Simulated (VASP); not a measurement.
# HfN (I4/mmm) in VASP: notebook, part 2 of 2

VASP 6.6.1. The steps go on from the part before.

### 4 Single point, PBE (equal xx and yy strain of +1 %)

Contents of INCAR:

```
SYSTEM = HfN
PREC     = Accurate       ! precision mode
ENCUT    = 520            ! plane-wave cutoff, eV
EDIFF    = 1E-6           ! SCF threshold, eV
ISMEAR   = -1             ! smearing method
SIGMA    = 0.03           ! smearing width, eV
LREAL    = .FALSE.        ! projectors in reciprocal space
LASPH    = .TRUE.         ! aspherical terms in the spheres
NELM     = 100            ! most SCF steps
ALGO     = Normal         ! electronic algorithm
ISIF     = 2              ! what is computed and relaxed
LWAVE    = .FALSE.        ! write WAVECAR
LCHARG   = .FALSE.        ! write CHGCAR
GGA      = PE             ! functional
NBANDS   = 14             ! bands
```

Contents of KPOINTS:

```
Automatic mesh
0
G
  10 10 10
  0 0 0
```

Contents of POSCAR:

```
HfN
1.0
    0.0000000000      2.2815900000      2.2590000000
    2.2815900000      0.0000000000      2.2590000000
    2.2815900000      2.2815900000      0.0000000000
Hf N
1 1
Direct
    0.0000000000      0.0000000000      0.0000000000
    0.5000000000      0.5000000000      0.5000000000
```

Potentials or basis: VASP PAW PBE potentials, release 64 (Hf_pv, N).

The run is started by

```bash
> cat potpaw_PBE.64/Hf_pv/POTCAR potpaw_PBE.64/N/POTCAR > POTCAR
> mpirun -np 1 vasp_std > vasp.out
```

OUTCAR:

```text
SYSTEM = HfN
   PREC = Accurate
   ENCUT = 520
   EDIFF = 1E-6
   ISMEAR = -1
   LREAL = .FALSE.
   LASPH = .TRUE.
   NELM = 100
   ISIF = 2
   GGA = PE

 ion  position               nearest neighbor table
   1  0.000  0.000  0.000-   2 2.26   2 2.26   2 2.28   2 2.28   2 2.28   2 2.28
   2  0.500  0.500  0.500-   1 2.26   1 2.26   1 2.28   1 2.28   1 2.28   1 2.28

  LATTYP: Found a body centered tetragonal cell.
 ALAT       =     3.2266555218
 C/A-ratio  =     1.4002114479

  Lattice vectors:

 A1 = (   0.0000000000,  -2.2815900000,  -2.2590000000)
 A2 = (   0.0000000000,   2.2815900000,  -2.2590000000)
 A3 = (   2.2815900000,   0.0000000000,   2.2590000000)

Analysis of symmetry for initial positions (statically):
=====================================================================
 Subroutine PRICEL returns:
 Original cell was already a primitive cell.

 Routine SETGRP: Setting up the symmetry group for a
 body centered tetragonal supercell.

 Subroutine GETGRP returns: Found 16 space group operations
 (whereof 16 operations were pure point group operations)
 out of a pool of 16 trial point group operations.

The static configuration has the point symmetry D_4h.

Analysis of symmetry for dynamics (positions and initial velocities):
=====================================================================
 Subroutine PRICEL returns:
 Original cell was already a primitive cell.

 Routine SETGRP: Setting up the symmetry group for a
 body centered tetragonal supercell.

 Subroutine GETGRP returns: Found 16 space group operations
 (whereof 16 operations were pure point group operations)
 out of a pool of 16 trial point group operations.

The dynamic configuration has the point symmetry D_4h.

 Subroutine INISYM returns: Found 16 space group operations
 (whereof 16 operations are pure point group operations),
 and found     1 'primitive' translations

----------------------------------------------------------------------------------------

[... 115 lines left out ...]
  Thomas-Fermi vector in A             =   2.531257
   LORBIT       =      0    0 simple, 1 ext, 2 COOP (PROOUT), +10 PAW based schemes
   GGA     = PE    functional components
   LHFCALC =     F    Hartree Fock is set to
   AEXX    =    0.0000 exact exchange contribution
   IVDW    =     0    specifies the selected vdW correction
   LEPSILON=     F    determine dielectric tensor
   LRPA    =     F    only Hartree local field effects (RPA)
 non-spin polarized calculation
  energy-cutoff  :      520.00
  volume of cell :       23.52
 maximum number of plane-waves:       643
   NGX = 11   NGY = 11   NGZ = 11

 number of electron      15.0000000 magnetization

 Free energy of the ion-electron system (eV)
  ---------------------------------------------------
  ext. energy  EPLUGINS =         0.00000000
  ---------------------------------------------------
  free energy    TOTEN  =       -21.74785867 eV

  energy without entropy =      -21.74508376  energy(sigma->0) =      -21.74647121

 E-fermi :   8.2446     XC(G=0): -12.6277

 val. band max:        8.2442659672   @ k =  -0.3000   0.2000   0.5000
 cond. band min:       8.2462885838   @ k =  -0.4000   0.4000   0.2000
 fundamental gap:      0.0020226166
 Fermi energy:         8.2445782925

 k-point     1 :       0.0000    0.0000    0.0000
  band No.  band energies     occupation
      1     -23.0222      2.00000
      2     -23.0222      2.00000
      3     -23.0088      2.00000
      4      -9.1872      2.00000
      5       5.1845      2.00000
      6       5.1845      2.00000
      7       5.2315      2.00000
      8       7.8390      2.00000
      9       7.8390      2.00000
     10       7.9458      1.99991
     11       9.7435      0.00000
     12      10.0576      0.00000
     13      10.2785      0.00000
     14      17.7270      0.00000
[... 377 lines left out ...]
      1     -23.6394      2.00000
      2     -23.2706      2.00000
      3     -23.2475      2.00000
      4      -7.8032      2.00000
      5       1.6654      2.00000
      6       3.6169      2.00000
      7       4.0717      2.00000
      8       5.7629      2.00000
      9      12.1610      0.00000
     10      12.5798      0.00000
     11      12.8620      0.00000
     12      12.8647      0.00000
     13      17.2872      0.00000
     14      19.3706      0.00000

 [... further k-points ...]
[... 5 lines left out ...]
  --------------------------------------------------------------------------------------
  -------------------------------------------------------------------------------------
  Total       -0.5251537     -0.5251537      0.0434497      0.0000000      0.0000000      0.0000000
  in kB      -35.7746663    -35.7746663      2.9598920      0.0000000      0.0000000      0.0000000
  external PRESSURE =     -22.8631468 kB  Pullay stress =       0.0000000 kB

 VOLUME and BASIS-vectors are now :
 -----------------------------------------------------------------------------
  energy-cutoff  :      520.00
  volume of cell :       23.52
      direct lattice vectors                 reciprocal lattice vectors
     0.000000000  2.281590000  2.259000000    -0.219145421  0.219145421  0.221336875
     2.281590000  0.000000000  2.259000000     0.219145421 -0.219145421  0.221336875
     2.281590000  2.281590000  0.000000000     0.219145421  0.219145421 -0.221336875

 POSITION                                       TOTAL-FORCE (eV/Angst)
 -----------------------------------------------------------------------------------
      0.00000      0.00000      0.00000        -0.000000     -0.000000      0.000000
      2.28159      2.28159      2.25900         0.000000      0.000000      0.000000
 -----------------------------------------------------------------------------------
    total drift:                                0.000000     -0.000000     -0.000000

  FREE ENERGIE OF THE ION-ELECTRON SYSTEM (eV)
  ---------------------------------------------------
  free  energy   TOTEN  =       -21.7478586650 eV

  energy  without entropy=      -21.7450837621  energy(sigma->0) =      -21.74647121
```

stdout:

```text
POSCAR found type information on POSCAR HfN
 POSCAR found :  2 types and       2 ions
 scaLAPACK will be used
 LDA part: xc-table for (Slater+PW92), standard interpolation
 POSCAR, INCAR and KPOINTS ok, starting setup
 FFT: planning ... GRIDC
 FFT: planning ... GRID_SOFT
 FFT: planning ... GRID
 WAVECAR not read
 entering main loop
```

Wall time 11 s (1 thread of Intel Xeon 6975P-C (Granite Rapids), shared host); peak memory 0.16 GiB.

What came out:

- Free energy: -21.7479 eV
- Pressure: -2.3 GPa

Stress tensor (GPa, compression positive):
```
-3.58  0.00  0.00
 0.00 -3.58  0.00
 0.00  0.00  0.30
```

Levels at points of the mesh, in eV from the Fermi level:
| k point | band 4 | band 5 | band 6 | band 7 | band 8 | band 9 | band 10 | band 11 | band 12 | band 13 |
| --- | --- | --- | --- | --- | --- | --- | --- | --- | --- | --- |
| (0.00, 0.00, 0.00) | -17.43 | -3.06 | -3.06 | -3.01 | -0.41 | -0.41 | -0.30 | 1.50 | 1.81 | 2.03 |
| (0.50, 0.00, 0.00) | -14.82 | -8.81 | -6.13 | -6.12 | 3.15 | 3.54 | 3.61 | 4.29 | 8.45 | 8.67 |
| (0.50, 0.50, 0.00) | -16.34 | -5.38 | -3.77 | -3.75 | -3.75 | 3.96 | 5.32 | 5.34 | 5.34 | 7.78 |
| (0.50, 0.00, 0.50) | -16.35 | -5.49 | -3.75 | -3.73 | -3.68 | 3.95 | 5.27 | 5.34 | 5.40 | 7.68 |

Caveat: the cell differs from its parent crystal (equal xx and yy strain of +1 %); spin-orbit coupling is left out, which moves the levels of the heavy elements.

### 5 The runs side by side

| cell | gap on the mesh (eV) | pressure (GPa) |
| --- | --- | --- |
| a = 3.179, b = 3.179, c = 3.163 Å, angles 60.2, 60.2, 59.7°, 2 atoms | none | 9.1 |
| a = 3.227, b = 3.227, c = 3.195 Å, angles 60.3, 60.3, 59.3°, 2 atoms | none | -2.1 |
| a = 3.211, b = 3.211, c = 3.227 Å, angles 59.8, 59.8, 60.3°, 2 atoms | none | -2.3 |

Alike in all rows: task single point; level PBE; potentials or basis VASP PAW PBE potentials, release 64 (Hf_pv, N); no spin polarisation; k mesh 10 × 10 × 10; cutoff (eV) 520; smearing fermi-dirac 0.03 eV.

Caveats: spin-orbit coupling is left out, which moves the levels of the heavy elements.

Absolute energies hang on the potentials; compare differences alone.
